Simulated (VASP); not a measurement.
# F (C2/m) in VASP: notebook, part 2 of 2

VASP 6.6.1.

### 4 Single point, PBEsol

Input file INCAR:

```
ALGO = Normal
EDIFF = 1E-6
ENCUT = 520
GGA = PS
ISIF = 2
ISMEAR = 0
LASPH = True
LCHARG = True
LELF = True
LREAL = False
LVHAR = True
LWAVE = False
NBANDS = 22
NELM = 100
PREC = Accurate
SIGMA = 0.05
```

Input file KPOINTS:

```
k-points
0
Gamma
  4 4 2
```

Input file POSCAR:

```
F
1.0
    3.0111171686     -1.7305922359     -0.2322433325
    3.0111171686      1.7305922359     -0.2322433325
   -2.2641300902      0.0000000000      6.9305478688
F
4
Direct
    0.0848459664      0.0848459664      0.1099880702
    0.9151540336      0.9151540336      0.8900119298
    0.5015719855      0.5015719855      0.5937195244
    0.4984280145      0.4984280145      0.4062804756
```

Started as:

```bash
$ cat potpaw_PBE.64/F/POTCAR > POTCAR
$ mpirun -np 1 vasp_std > vasp.out
```

It took 12 s on 1 thread of Intel Xeon Platinum 8559C (Emerald Rapids), shared host; peak memory 0.18 GiB.

It converged, with:

| Item | Value |
| --- | --- |
| Free energy | -7.5385 eV |
| Pressure | -1.6 GPa |
| Largest force | 2.848 eV/Å |
| Band gap on the k mesh | 1.78 eV, indirect (least direct gap 1.88 eV) |

Forces on the atoms (eV/Å):
```
F   -0.900  0.000 -2.702
F    0.900  0.000  2.702
F   -0.605  0.000  2.121
F    0.605  0.000 -2.121
```

Stress tensor (GPa, compression positive):
```
-1.23  0.00 -5.22
 0.00 -0.46  0.00
-5.22  0.00 -3.09
```

Levels at points of the mesh, in eV from the valence-band top:
```tsv
k point	band 12	band 13	band 14	band 15	band 16	band 17
(0.00, 0.00, 0.00)	-0.24	-0.11	-0.10	1.78	4.02	8.91
(0.50, 0.00, 0.00)	-0.39	-0.31	-0.27	1.97	4.03	12.93
(0.50, 0.50, 0.00)	-0.41	-0.19	0.00	1.90	4.01	13.12
(0.00, 0.00, 0.50)	-0.28	-0.23	-0.13	1.86	3.92	9.65
(0.50, 0.00, 0.50)	-0.47	-0.23	-0.06	1.90	4.04	12.95
(0.50, 0.50, 0.50)	-0.41	-0.26	-0.13	1.98	4.03	12.88
```

Caveat: the k points lie up to 0.53 Å⁻¹ apart; the PAW data sets were made with another functional, which shifts forces and pressure a little. A k mesh can miss the band edges.

### 5 Single point, PBEsol

This run uses another cell than the first one, of 18.14 Å³/atom, 1.031 times its volume.

Input file INCAR:

```
SYSTEM = F
ALGO = Normal ; EDIFF = 1E-6
ENCUT = 520 ; GGA = PS
ISIF = 2 ; ISMEAR = 0
LASPH = .True. ; LCHARG = .True.
LELF = .True. ; LREAL = .False.
LVHAR = .True. ; LWAVE = .False.
NBANDS = 22 ; NELM = 80
PREC = Accurate ; SIGMA = 0.05
```

Input file KPOINTS:

```
k-points
0
Gamma
  4 4 2
  0 0 0
```

Input file POSCAR:

```
F
1.0
    3.0414923524     -1.7480498951     -0.2345861287
    3.0414923524      1.7480498951     -0.2345861287
   -2.2869699080      0.0000000000      7.0004610119
F
4
Direct
    0.0848459664      0.0848459664      0.1139841296
    0.9151540336      0.9151540336      0.8860158704
    0.5015719855      0.5015719855      0.5937195244
    0.4984280145      0.4984280145      0.4062804756
```

Started as:

```bash
$ cat potpaw_PBE.64/F/POTCAR > POTCAR
$ mpirun -np 1 vasp_std > vasp.out
```

Wall time 11 s (1 thread of Intel Xeon Platinum 8559C (Emerald Rapids), shared host); peak memory 0.18 GiB.

It converged, with:

```
Free energy            : -7.3580 eV
Pressure               : -3.3 GPa
Largest force          : 3.538 eV/Å
Band gap on the k mesh : 1.37 eV, indirect (least direct gap 1.44 eV)
```

Forces in eV/Å, atoms in the order of the input:
```
F   -1.045  0.000 -3.380
F    1.045  0.000  3.380
F   -0.378  0.000  1.479
F    0.378  0.000 -1.479
```

Stress tensor (GPa, compression positive):
```
-1.70  0.00 -5.28
 0.00 -0.49  0.00
-5.28  0.00 -7.81
```

Levels at points of the mesh, in eV from the valence-band top:
```tsv
k point	band 12	band 13	band 14	band 15	band 16	band 17
(0.00, 0.00, 0.00)	-0.21	-0.12	-0.07	1.37	3.80	8.98
(0.50, 0.00, 0.00)	-0.41	-0.29	-0.26	1.54	3.82	12.94
(0.50, 0.50, 0.00)	-0.39	-0.18	0.00	1.48	3.80	13.15
(0.00, 0.00, 0.50)	-0.22	-0.18	-0.15	1.44	3.72	9.67
(0.50, 0.00, 0.50)	-0.44	-0.23	-0.04	1.47	3.82	12.96
(0.50, 0.50, 0.50)	-0.44	-0.22	-0.15	1.56	3.81	12.91
```

Caveat: the k points lie up to 0.53 Å⁻¹ apart; the PAW data sets were made with another functional, which shifts forces and pressure a little. PBEsol gaps usually lie below the measured ones, often by a third to a half.

### 6 Single point, PBEsol

This run uses another cell than the first one, of 18.14 Å³/atom, 1.031 times its volume.

Input file INCAR:

```
SYSTEM = F
ALGO = Normal
EDIFF = 1E-6
ENCUT = 520
GGA = PS
ISIF = 2
ISMEAR = 0
LASPH = .TRUE.
LCHARG = .TRUE.
LELF = .TRUE.
LREAL = .FALSE.
LVHAR = .TRUE.
LWAVE = .FALSE.
NBANDS = 22
NELM = 80
PREC = Accurate
SIGMA = 0.05
```

Input file KPOINTS:

```
k-points
0
G
  4 4 2
  0 0 0
```

Edit POSCAR of step 5 so:

```diff
@@ -8,4 +8,4 @@
 Direct
-    0.0848459664      0.0848459664      0.1139841296
-    0.9151540336      0.9151540336      0.8860158704
+    0.0848459664      0.0848459664      0.0979998919
+    0.9151540336      0.9151540336      0.9020001081
     0.5015719855      0.5015719855      0.5937195244
```

Potentials or basis: VASP PAW PBE potentials, release 64 (F).

Started as:

```bash
$ cat potpaw_PBE.64/F/POTCAR > POTCAR
$ mpirun -np 1 vasp_std > vasp.out
```

OUTCAR:

```text
SYSTEM = F
   EDIFF = 1E-6
   ENCUT = 520
   GGA = PS
   ISIF = 2
   ISMEAR = 0
   LASPH = .TRUE.
   LREAL = .FALSE.
   NELM = 80
   PREC = Accurate

 ion  position               nearest neighbor table
   1  0.085  0.085  0.098-   2 1.42
   2  0.915  0.915  0.902-   1 1.42
   3  0.502  0.502  0.594-   4 1.37
   4  0.498  0.498  0.406-   3 1.37

  LATTYP: Found a base centered monoclinic cell.
 ALAT       =     6.1010511820
 B/A-ratio  =     0.5730323654
 C/A-ratio  =     1.2070962569
 COS(beta)  =    -0.3827161857

  Lattice vectors:

 A1 = (   3.0414923524,  -1.7480498951,  -0.2345861287)
 A2 = (   3.0414923524,   1.7480498951,  -0.2345861287)
 A3 = (  -2.2869699080,   0.0000000000,   7.0004610119)

Analysis of symmetry for initial positions (statically):
=====================================================================
 Subroutine PRICEL returns:
 Original cell was already a primitive cell.

 Routine SETGRP: Setting up the symmetry group for a
 base centered monoclinic supercell.

 Subroutine GETGRP returns: Found  4 space group operations
 (whereof  4 operations were pure point group operations)
 out of a pool of  4 trial point group operations.

The static configuration has the point symmetry C_2h.

Analysis of symmetry for dynamics (positions and initial velocities):
=====================================================================
 Subroutine PRICEL returns:
 Original cell was already a primitive cell.

 Routine SETGRP: Setting up the symmetry group for a
 base centered monoclinic supercell.

 Subroutine GETGRP returns: Found  4 space group operations
 (whereof  4 operations were pure point group operations)
 out of a pool of  4 trial point group operations.

The dynamic configuration has the point symmetry C_2h.

 Subroutine INISYM returns: Found  4 space group operations
 (whereof  4 operations are pure point group operations),
 and found     1 'primitive' translations

----------------------------------------------------------------------------------------

                                     Primitive cell

  volume of cell :      72.5628

  direct lattice vectors                    reciprocal lattice vectors
     3.041492352 -1.748049895 -0.234586129     0.168642268 -0.286033025  0.055093485
     3.041492352  1.748049895 -0.234586129     0.168642268  0.286033025  0.055093485
    -2.286969908  0.000000000  7.000461012     0.011302438  0.000000000  0.146540111

  length of vectors
     3.515876109  3.515876109  7.364556045     0.336586390  0.336586390  0.146975336

  position of ions in fractional coordinates (direct lattice)
     0.084845966  0.084845966  0.097999892
     0.915154034  0.915154034  0.902000108
     0.501571986  0.501571986  0.593719524
     0.498428015  0.498428015  0.406280476

  ion indices of the primitive-cell ions
   primitive index   ion index
                 1           1
                 2           2
                 3           3
[... 24 lines left out ...]
 ===========================================

 Found     14 irreducible k-points:

 Following reciprocal coordinates:
            Coordinates               Weight
  0.000000  0.000000  0.000000      1.000000
  0.250000  0.000000 -0.000000      4.000000
  0.500000  0.000000 -0.000000      2.000000
  0.250000  0.250000 -0.000000      2.000000
  0.500000  0.250000  0.000000      4.000000
 -0.250000  0.250000  0.000000      2.000000
  0.500000  0.500000 -0.000000      1.000000
  0.000000  0.000000  0.500000      1.000000
  0.250000 -0.000000  0.500000      4.000000
  0.500000  0.000000  0.500000      2.000000
  0.250000  0.250000  0.500000      2.000000
  0.500000  0.250000  0.500000      4.000000
 -0.250000  0.250000  0.500000      2.000000
  0.500000  0.500000  0.500000      1.000000
   k-points           NKPTS =     14   k-points in BZ     NKDIM =     14   number of bands    NBANDS=     22
   number of dos      NEDOS =    301   number of ions     NIONS =      4
   total plane-waves  NPLWV =  43904
   dimension x,y,z NGX =    28 NGY =   28 NGZ =   56
   dimension x,y,z NGXF=    56 NGYF=   56 NGZF=  112
   ions per type =               4
   NGX,Y,Z   is equivalent  to a cutoff of  13.24, 13.24, 12.64 a.u.
   NGXF,Y,Z  is equivalent  to a cutoff of  26.48, 26.48, 25.28 a.u.
 SYSTEM =  F
   PREC   = accura    normal or accurate (medium, high low for compatibility)
   ISTART =      0    job   : 0-new  1-cont  2-samecut
   ICHARG =      2    charge: 1-file 2-atom 10-const
   ISPIN  =      1    spin polarized calculation?
   LNONCOLLINEAR =      F non collinear calculations
   LSORBIT =      F    spin-orbit coupling
   LASPH  =      T    aspherical Exc in radial PAW
   ENCUT  =  520.0 eV  38.22 Ry    6.18 a.u.   6.54  6.54 13.69*2*pi/ulx,y,z
   NELM   =     80;   NELMIN=  2; NELMDL= -5     # of ELM steps
   EDIFF  = 0.1E-05   stopping-criterion for ELM
   LREAL  =      F    real-space projection
   EDIFFG = 0.1E-04   stopping-criterion for IOM
   NSW    =      0    number of steps for IOM
   IBRION =     -1    ionic relax: 0-MD 1-quasi-New 2-CG
   NFREE  =      0    steps in history (QN), initial steepest desc. (CG)
   ISIF   =      2    stress and relaxation
   ISYM   =      2    0-nonsym 1-usesym 2-fastsym
   POTIM  = 0.5000    time-step for ionic-motion
   TEBEG  =    0.0;   TEEND  =   0.0 temperature during run
   PSTRESS=    0.0 pullay stress
   NELECT =      28.0000    total number of electrons
   NUPDOWN=      -1.0000    fix difference up-down
   EMIN   =  10.00;   EMAX   =-10.00  energy-range for DOS
   EFERMI =   0.00;   METHOD = LEGACY
   ISMEAR =     0;   SIGMA  =   0.05  broadening in eV -4-tet -1-fermi 0-gaus
   EFERMI_NEDOS =   21; number of points for ismear=-14 and -15
   IALGO  =     38    algorithm
   IMIX   =      4    mixing-type and parameters
     AMIX     =   0.40;   BMIX     =  1.00
     AMIX_MAG =   1.60;   BMIX_MAG =  1.00
  volume/ion in A,a.u.               =      18.14       122.42
  Fermi-wavevector in a.u.,A,eV,Ry     =   1.191853  2.252276 19.327273  1.420514
  Thomas-Fermi vector in A             =   2.327905
   LORBIT       =      0    0 simple, 1 ext, 2 COOP (PROOUT), +10 PAW based schemes
   GGA     = PS    functional components
   LHFCALC =     F    Hartree Fock is set to
   AEXX    =    0.0000 exact exchange contribution
   IVDW    =     0    specifies the selected vdW correction
   LEPSILON=     F    determine dielectric tensor
   LRPA    =     F    only Hartree local field effects (RPA)
 non-spin polarized calculation
 Gauss-broadening in eV      SIGMA  =   0.05
  energy-cutoff  :      520.00
  volume of cell :       72.56
 maximum number of plane-waves:      1980
 NGX is ok and might be reduce to    28
   NGX = 13   NGY = 13   NGZ = 27

 number of electron      28.0000002 magnetization

 Free energy of the ion-electron system (eV)
  ---------------------------------------------------
  ext. energy  EPLUGINS =         0.00000000
  ---------------------------------------------------
  free energy    TOTEN  =        -7.77054584 eV

  energy without entropy =       -7.77054584  energy(sigma->0) =       -7.77054584

 E-fermi :  -5.2458     XC(G=0):  -7.0048

 val. band max:       -5.5242254883   @ k =   0.5000   0.5000  -0.0000
 cond. band min:      -2.5807132062   @ k =   0.0000   0.0000   0.0000
 fundamental gap:      2.9435122821
 Fermi energy:        -5.2457888798

 k-point     1 :       0.0000    0.0000    0.0000
  band No.  band energies     occupation
      1     -31.1201      2.00000
      2     -30.2910      2.00000
      3     -24.0721      2.00000
      4     -23.7463      2.00000
      5     -12.3692      2.00000
      6     -11.6084      2.00000
[... 339 lines left out ...]
     21       9.5404      0.00000
     22       9.7727      0.00000

------------------------ aborting loop because EDIFF is reached ----------------------------------------

  FORCE on cell =-STRESS in cart. coord.  units (eV):
  Direction    XX          YY          ZZ          XY          YZ          ZX
  --------------------------------------------------------------------------------------
  -------------------------------------------------------------------------------------
  Total       -0.0621434     -0.2264843      1.6616379      0.0000000      0.0000000     -0.6706448
  in kB       -1.3721181     -5.0007442     36.6887516      0.0000000      0.0000000    -14.8077517
  external PRESSURE =      10.1052964 kB  Pullay stress =       0.0000000 kB

 VOLUME and BASIS-vectors are now :
 -----------------------------------------------------------------------------
  energy-cutoff  :      520.00
  volume of cell :       72.56
      direct lattice vectors                 reciprocal lattice vectors
     3.041492352 -1.748049895 -0.234586129     0.168642268 -0.286033025  0.055093485
     3.041492352  1.748049895 -0.234586129     0.168642268  0.286033025  0.055093485
    -2.286969908  0.000000000  7.000461012     0.011302438  0.000000000  0.146540111

 POSITION                                       TOTAL-FORCE (eV/Angst)
 -----------------------------------------------------------------------------------
      0.29199      0.00000      0.64624        -0.033745      0.000000     -0.117954
      3.50402      0.00000      5.88505         0.033745      0.000000      0.117954
      1.69324      0.00000      3.92099        -0.461236      0.000000      1.499206
      2.10278      0.00000      2.61030         0.461236      0.000000     -1.499206
 -----------------------------------------------------------------------------------
    total drift:                                0.000000      0.000000     -0.000000

  FREE ENERGIE OF THE ION-ELECTRON SYSTEM (eV)
  ---------------------------------------------------
  free  energy   TOTEN  =        -7.7705458377 eV

  energy  without entropy=       -7.7705458377  energy(sigma->0) =       -7.77054584
```

stdout:

```text
POSCAR found type information on POSCAR F
 POSCAR found :  1 types and       4 ions
 scaLAPACK will be used
 -----------------------------------------------------------------------------
|                                                                             |
|                                                                             |
|     You enforced a specific xc type in the INCAR file but a different       |
|     I HOPE YOU KNOW WHAT YOU ARE DOING!                                     |
|                                                                             |
 -----------------------------------------------------------------------------

 LDA part: xc-table for (Slater+PW92), standard interpolation
 POSCAR, INCAR and KPOINTS ok, starting setup
 FFT: planning ... GRIDC
 FFT: planning ... GRID_SOFT
 FFT: planning ... GRID
 WAVECAR not read
 entering main loop
```

It took 10 s on 1 thread of Intel Xeon Platinum 8559C (Emerald Rapids), shared host; peak memory 0.18 GiB.

Results:

```yaml
Free_energy: -7.7705 eV
Pressure: 1.0 GPa
Largest_force: 1.569 eV/Å
Band_gap_on_the_k_mesh: 2.94 eV, indirect (least direct gap 3.06 eV)
```

Forces in eV/Å, atoms in the order of the input:
```
F   -0.034  0.000 -0.118
F    0.034  0.000  0.118
F   -0.461  0.000  1.499
F    0.461  0.000 -1.499
```

Caveat: the k points lie up to 0.53 Å⁻¹ apart; the PAW data sets were made with another functional, which shifts forces and pressure a little.
